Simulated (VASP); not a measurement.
# W in VASP: relaxation of the atoms with PBE

Aim: the relaxation of the atoms of W with PBE.

Program: VASP 6.6.1. These are calculated values, not measurements. Logs are shortened: lines on timing, memory, paths and dates and some standing lists are left out, and cuts for length are marked.

## (1) The cell of the first run

The cell holds a slab with vacuum, 3 atoms: a = 2.855 Å, b = 2.855 Å, c = 18.037 Å, α = 90.00°, β = 90.00°, γ = 90.00°.

## (2) Relaxation of the atoms, PBE

INCAR reads:

```
PREC     = Accurate       # precision mode
ENCUT    = 520            # plane-wave cutoff, eV
EDIFF    = 1E-6           # SCF threshold, eV
ISMEAR   = 0              # smearing method
SIGMA    = 0.1            # smearing width, eV
LREAL    = False          # projectors in reciprocal space
LASPH    = True           # aspherical terms in the spheres
NELM     = 60             # most SCF steps
ALGO     = Normal         # electronic algorithm
ISIF     = 2              # what is computed and relaxed
LWAVE    = False          # write WAVECAR
LCHARG   = False          # write CHGCAR
LDIPOL   = True         
IDIPOL   = 3            
DIPOL    = 0.5 0.5 0.500
GGA      = PE             # functional
IBRION   = 2              # ionic algorithm
NSW      = 70             # ionic steps
EDIFFG   = -0.03          # ionic threshold
```

KPOINTS reads:

```
regular mesh
0
Gamma
  10 10 1
```

POSCAR reads:

```
W
1.0
    2.8547213224      0.0000000000      0.0000000000
    0.0000000000      2.8547213224      0.0000000000
    0.0000000000      0.0000000000     18.0371856110
W
3
Selective dynamics
Direct
    0.5000000000      0.5000000000      0.3880871523  F F F
    0.0000000000      0.0000000000      0.5000000000  T T T
    0.5000000000      0.5000000000      0.6119128477  T T T
```

Potentials or basis: VASP PAW PBE potentials, release 64 (W_sv).

The run is started by

```sh
$ cat potpaw_PBE.64/W_sv/POTCAR > POTCAR
$ mpirun -np 1 vasp_std > vasp.out
```

OUTCAR:

```text
PREC = Accurate
   ENCUT = 520
   EDIFF = 1E-6
   ISMEAR = 0
   LREAL = False
   LASPH = True
   NELM = 60
   ISIF = 2
   GGA = PE
   IBRION = 2
   NSW = 70
   EDIFFG = -0.03

 ion  position               nearest neighbor table
   1  0.500  0.500  0.388-   2 2.85   2 2.85   2 2.85   2 2.85
   2  0.000  0.000  0.500-   1 2.85   3 2.85   1 2.85   3 2.85   1 2.85   3 2.85   1 2.85   3 2.85

   3  0.500  0.500  0.612-   2 2.85   2 2.85   2 2.85   2 2.85

  LATTYP: Found a simple tetragonal cell.
 ALAT       =     2.8547213224
 C/A-ratio  =     6.3183700172

  Lattice vectors:

 A1 = (   2.8547213224,   0.0000000000,   0.0000000000)
 A2 = (   0.0000000000,   2.8547213224,   0.0000000000)
 A3 = (   0.0000000000,   0.0000000000,  18.0371856110)

Analysis of symmetry for initial positions (statically):
=====================================================================
 Subroutine PRICEL returns:
 Original cell was already a primitive cell.

 Routine SETGRP: Setting up the symmetry group for a
 simple tetragonal supercell.

 Subroutine GETGRP returns: Found 16 space group operations
 (whereof 16 operations were pure point group operations)
 out of a pool of 16 trial point group operations.

The static configuration has the point symmetry D_4h.

Analysis of symmetry for dynamics (positions and initial velocities):
=====================================================================
 Subroutine PRICEL returns:
 Original cell was already a primitive cell.

 Routine SETGRP: Setting up the symmetry group for a
 simple tetragonal supercell.

 Subroutine GETGRP returns: Found 16 space group operations
 (whereof 16 operations were pure point group operations)
 out of a pool of 16 trial point group operations.

The dynamic configuration has the point symmetry D_4h.

Analysis of constrained symmetry for selective dynamics:
=====================================================================
 Subroutine PRICEL returns:
 Original cell was already a primitive cell.

 Routine SETGRP: Setting up the symmetry group for a
 simple tetragonal supercell.

 Subroutine GETGRP returns: Found  8 space group operations
 (whereof  8 operations were pure point group operations)
 out of a pool of 16 trial point group operations.

The constrained configuration has the point symmetry C_4v.

 Subroutine INISYM returns: Found  8 space group operations
 (whereof  8 operations are pure point group operations),
 and found     1 'primitive' translations

----------------------------------------------------------------------------------------

                                     Primitive cell

  volume of cell :     146.9929

  direct lattice vectors                    reciprocal lattice vectors
     2.854721322  0.000000000  0.000000000     0.350296890  0.000000000  0.000000000
     0.000000000  2.854721322  0.000000000     0.000000000  0.350296890  0.000000000
     0.000000000  0.000000000 18.037185611     0.000000000  0.000000000  0.055441022

  length of vectors
     2.854721322  2.854721322 18.037185611     0.350296890  0.350296890  0.055441022

  position of ions in fractional coordinates (direct lattice)
     0.500000000  0.500000000  0.388087152
     0.000000000  0.000000000  0.500000000
     0.500000000  0.500000000  0.611912848

  ion indices of the primitive-cell ions
   primitive index   ion index
                 1           1
                 2           2
                 3           3

----------------------------------------------------------------------------------------
[... 31 lines left out ...]
  0.400000  0.000000  0.000000      4.000000
  0.500000  0.000000  0.000000      2.000000
[... 13 lines left out ...]
  0.500000  0.400000  0.000000      4.000000
  0.500000  0.500000  0.000000      1.000000
   k-points           NKPTS =     21   k-points in BZ     NKDIM =     21   number of bands    NBANDS=     25
   number of dos      NEDOS =    301   number of ions     NIONS =      3
   total plane-waves  NPLWV =  80640
   dimension x,y,z NGX =    24 NGY =   24 NGZ =  140
   dimension x,y,z NGXF=    48 NGYF=   48 NGZF=  280
   ions per type =               3
   NGX,Y,Z   is equivalent  to a cutoff of  13.98, 13.98, 12.90 a.u.
   NGXF,Y,Z  is equivalent  to a cutoff of  27.95, 27.95, 25.81 a.u.
 SYSTEM =  unknown system
   PREC   = accura    normal or accurate (medium, high low for compatibility)
   ISTART =      0    job   : 0-new  1-cont  2-samecut
   ICHARG =      2    charge: 1-file 2-atom 10-const
   ISPIN  =      1    spin polarized calculation?
   LNONCOLLINEAR =      F non collinear calculations
   LSORBIT =      F    spin-orbit coupling
   LASPH  =      T    aspherical Exc in radial PAW
   ENCUT  =  520.0 eV  38.22 Ry    6.18 a.u.   5.31  5.31 33.54*2*pi/ulx,y,z
   NELM   =     60;   NELMIN=  2; NELMDL= -5     # of ELM steps
   EDIFF  = 0.1E-05   stopping-criterion for ELM
   LREAL  =      F    real-space projection
   EDIFFG = -.3E-01   stopping-criterion for IOM
   NSW    =     70    number of steps for IOM
   IBRION =      2    ionic relax: 0-MD 1-quasi-New 2-CG
   NFREE  =      1    steps in history (QN), initial steepest desc. (CG)
   ISIF   =      2    stress and relaxation
   ISYM   =      2    0-nonsym 1-usesym 2-fastsym
   POTIM  = 0.5000    time-step for ionic-motion
   TEBEG  =    0.0;   TEEND  =   0.0 temperature during run
   PSTRESS=    0.0 pullay stress
   NELECT =      42.0000    total number of electrons
   NUPDOWN=      -1.0000    fix difference up-down
   EMIN   =  10.00;   EMAX   =-10.00  energy-range for DOS
   EFERMI =   0.00;   METHOD = LEGACY
   ISMEAR =     0;   SIGMA  =   0.10  broadening in eV -4-tet -1-fermi 0-gaus
   EFERMI_NEDOS =   21; number of points for ismear=-14 and -15
   IALGO  =     38    algorithm
   IMIX   =      4    mixing-type and parameters
     AMIX     =   0.40;   BMIX     =  1.00
     AMIX_MAG =   1.60;   BMIX_MAG =  1.00
  volume/ion in A,a.u.               =      49.00       330.65
  Fermi-wavevector in a.u.,A,eV,Ry     =   1.078266  2.037627 15.818913  1.162657
  Thomas-Fermi vector in A             =   2.214200
   LORBIT       =      0    0 simple, 1 ext, 2 COOP (PROOUT), +10 PAW based schemes
   GGA     = PE    functional components
   LHFCALC =     F    Hartree Fock is set to
   AEXX    =    0.0000 exact exchange contribution
   IVDW    =     0    specifies the selected vdW correction
   LEPSILON=     F    determine dielectric tensor
   LRPA    =     F    only Hartree local field effects (RPA)
 conjugate gradient relaxation of ions
 non-spin polarized calculation
 Gauss-broadening in eV      SIGMA  =   0.10
  energy-cutoff  :      520.00
  volume of cell :      146.99
 maximum number of plane-waves:      4024
 NGX is ok and might be reduce to    24
   NGX = 11   NGY = 11   NGZ = 67

--------------------------------------- Ionic step        1  -------------------------------------------

 number of electron      41.9999996 magnetization

 Free energy of the ion-electron system (eV)
  ---------------------------------------------------
  ext. energy  EPLUGINS =         0.00000000
  ---------------------------------------------------
  free energy    TOTEN  =       -34.02741054 eV

  energy without entropy =      -33.99384576  energy(sigma->0) =      -34.01062815

------------------------ aborting loop because EDIFF is reached ----------------------------------------

  FORCE on cell =-STRESS in cart. coord.  units (eV):
  Direction    XX          YY          ZZ          XY          YZ          ZX
  --------------------------------------------------------------------------------------
  -------------------------------------------------------------------------------------
  Total       -8.5910730     -8.5910730     -0.4747080      0.0000000      0.0000000      0.0000000
  in kB      -93.6400803    -93.6400803     -5.1741725      0.0000000      0.0000000      0.0000000
  external PRESSURE =     -64.1514443 kB  Pullay stress =       0.0000000 kB
[... 211 lines left out ...]
 number of electron      41.9999996 magnetization

------------------------ aborting loop because EDIFF is reached ----------------------------------------

 vacuum level on the upper side and lower side of the slab       (xc-potential included)        -0.026         0.010

  FORCE on cell =-STRESS in cart. coord.  units (eV):
  Direction    XX          YY          ZZ          XY          YZ          ZX
  --------------------------------------------------------------------------------------
  -------------------------------------------------------------------------------------
  Total       -7.8305707     -7.8305707     -0.1944494      0.0000000      0.0000000      0.0000000
  in kB      -85.3508374    -85.3508374     -2.1194389      0.0000000      0.0000000      0.0000000
  external PRESSURE =     -57.6070379 kB  Pullay stress =       0.0000000 kB
[... 18 lines left out ...]
  FREE ENERGIE OF THE ION-ELECTRON SYSTEM (eV)
  ---------------------------------------------------
  free  energy   TOTEN  =       -34.0301760834 eV

  energy  without entropy=      -33.9967437254  energy(sigma->0) =      -34.01345990

 dipolmoment           0.000000      0.000000      0.004564 electrons x Angstroem

--------------------------------------- Ionic step        8  -------------------------------------------

 number of electron      41.9999993 magnetization

 dipolmoment           0.000000      0.000000     -0.000039 electrons x Angstroem

 Free energy of the ion-electron system (eV)
  ---------------------------------------------------
  ext. energy  EPLUGINS =         0.00000000
  ---------------------------------------------------
  free energy    TOTEN  =       -34.03105853 eV

  energy without entropy =      -33.99784917  energy(sigma->0) =      -34.01445385

 E-fermi :   0.6466     XC(G=0):  -5.7338

 val. band max:        0.6401583800   @ k =   0.2000   0.1000   0.0000
 cond. band min:       0.6565754261   @ k =   0.3000   0.1000   0.0000
 fundamental gap:      0.0164170461
 Fermi energy:         0.6465639310

 k-point     1 :       0.0000    0.0000    0.0000
  band No.  band energies     occupation
      1     -73.2149      2.00000
      2     -73.1858      2.00000
      3     -73.0847      2.00000
      4     -37.8305      2.00000
      5     -37.5080      2.00000
      6     -37.1805      2.00000
[... 577 lines left out ...]
     24       3.9698      0.00000
     25       5.0208      0.00000

------------------------ aborting loop because EDIFF is reached ----------------------------------------

 vacuum level on the upper side and lower side of the slab       (xc-potential included)        -0.103        -0.138

  FORCE on cell =-STRESS in cart. coord.  units (eV):
  Direction    XX          YY          ZZ          XY          YZ          ZX
  --------------------------------------------------------------------------------------
  -------------------------------------------------------------------------------------
  Total       -7.3982472     -7.3982472     -0.0649620      0.0000000      0.0000000      0.0000000
  in kB      -80.6386423    -80.6386423     -0.7080656      0.0000000      0.0000000      0.0000000
  external PRESSURE =     -53.9951167 kB  Pullay stress =       0.0000000 kB
[... 18 lines left out ...]
  FREE ENERGIE OF THE ION-ELECTRON SYSTEM (eV)
  ---------------------------------------------------
  free  energy   TOTEN  =       -34.0310585306 eV

  energy  without entropy=      -33.9978491683  energy(sigma->0) =      -34.01445385

 reached required accuracy - stopping structural energy minimisation

 vacuum level on the upper side and lower side of the slab         5.134         5.108
```

Run time: 6.1 min. Hardware: 1 thread of Intel Xeon Platinum 8488C (Sapphire Rapids), shared host; peak memory 0.29 GiB.

Results:

| Property | Result |
| --- | --- |
| Free energy | -34.0311 eV |
| Energy gained by relaxing | 1.2 meV/atom |
| Ionic steps | 8 |
| Band gap on the k mesh | zero (bands 21 and 22 overlap by 2.33 eV) |

Step by step:
| step | energy change (eV) | largest force on free atoms (eV/Å) | pressure (GPa) |
| --- | --- | --- | --- |
| 1 | 0.0000 | 0.1097 | -6.42 |
| 2 | -0.0005 | 0.0860 | -6.33 |
| 3 | -0.0012 | 0.0863 | -6.14 |
| 4 | -0.0010 | 0.2051 | -5.77 |
| 5 | -0.0014 | 0.1319 | -6.01 |
| 6 | -0.0018 | 0.1185 | -5.95 |
| 7 | -0.0028 | 0.0790 | -5.76 |
| 8 | -0.0036 | 0.0074 | -5.40 |

Final structure:
```
W
1.0
     2.85472    0.00000    0.00000
     0.00000    2.85472    0.00000
     0.00000    0.00000   18.03719
W
3
Direct
  0.50000 0.50000 0.38809
  0.00000 0.00000 0.49822
  0.50000 0.50000 0.60834
```

Caveat: spin-orbit coupling is left out, which moves the levels of the heavy elements.
